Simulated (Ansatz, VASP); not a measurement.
# LiF: VASP beside Ansatz

INCAR

```
SYSTEM = LiF
PREC = Accurate
ENCUT = 520
EDIFF = 1E-7
ISMEAR = 0
SIGMA = 0.05
LREAL = .False.
LASPH = .True.
NELM = 60
ALGO = Normal
ISIF = 2
LWAVE = .False.
LCHARG = .False.
GGA = PE
NBANDS = 12
```

KPOINTS

```
regular mesh
0
Gamma
  10 10 10
  0 0 0
```

Contents of POSCAR:

```
LiF
1.0
    0.0000000000      2.1147000000      2.0140000000
    2.0140000000      0.0000000000      2.0140000000
    2.0140000000      2.1147000000      0.0000000000
Li F
1 1
Direct
    0.0000000000      0.0000000000      0.0000000000
    0.5000000000      0.5000000000      0.5000000000
```

Input for Ansatz:

```yaml
crystal:
  lattice:
    - [0.0, 2.1147, 2.014]
    - [2.014, 0.0, 2.014]
    - [2.014, 2.1147, 0.0]
  atoms:
    - { symbol: Li, position: [0.0, 0.0, 0.0] }
    - { symbol: F, position: [0.5, 0.5, 0.5] }
basis:
  ecutwfc: 420
kpoints:
  mp_grid: { grid: [10, 10, 10] }
hamiltonian:
  xc: pbe
scf:
  occupations: { method: gaussian, width: 0.05 }
output:
  forces: true
  stress: true
  eigenvalues: true
```

Change from the starting cell: strain +0.0500 x Voigt [0, 1, 0, 0, 0, 0], atoms carried along.

Alike in both runs: task single point; functional PBE; k mesh 10 × 10 × 10; occupations gaussian, width 0.05 eV; no spin polarisation.

|  | VASP | Ansatz |
| --- | --- | --- |
| version | VASP 6.6.1 | Ansatz 0.2.0 |
| potentials or method | VASP PAW PBE potentials, release 64 (Li_sv, F), cutoff 520 eV | scalar-relativistic, plane waves, PAW |
| valence electrons in the cell | 10 | 10 |

|  | VASP | Ansatz | Ansatz less VASP |
| --- | --- | --- | --- |
| gap on the k mesh at the Fermi level (eV) | 8.60 | 8.60 | +0.001 |
| least direct gap on the mesh (eV) | 8.60 | 8.60 | +0.001 |

Noted on VASP's run: the cutoff is short for stress, so the pressure is rough.
